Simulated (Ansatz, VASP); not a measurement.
# Two plane-wave programs on La2Zr2O

```
La Zr O
1.0
     5.66656    0.00000    0.00000
    -2.83328    4.90738    0.00000
     0.00000    0.00000    6.78375
La Zr O
2 2 1
Cartesian
  0.0000 3.2716 3.3919
  2.8333 1.6358 3.3919
  0.0000 0.0000 4.8442
  0.0000 0.0000 1.9395
  0.0000 0.0000 0.0000
```

Alike in both runs: functional PBE; k mesh 6 × 6 × 4; occupations gaussian, width 0.1 eV; no spin polarisation.

Ansatz relaxed the structure, and its values are those at the end. VASP's run is a single point on that final structure, the one shown.

|  | VASP | Ansatz |
| --- | --- | --- |
| version | VASP 6.6.1 | Ansatz 0.2.0 |
| potentials or method | VASP PAW PBE potentials, release 64 (La, Zr_sv, O), cutoff 520 eV | scalar-relativistic, plane waves, PAW |
| valence electrons in the cell | 52 | 52 |

|  | VASP | Ansatz | Ansatz less VASP |
| --- | --- | --- | --- |
| gap on the k mesh at the Fermi level (eV) | none | none | - |
| pressure (GPa) | 0.2 | 0.2 | -0.05 |
| rms of the force components (eV/Å) | 0.026 | 0.005 | -0.0206 |

A gap of «none» marks a metal or a gap that the smearing closes.

Spin-orbit coupling is off throughout.
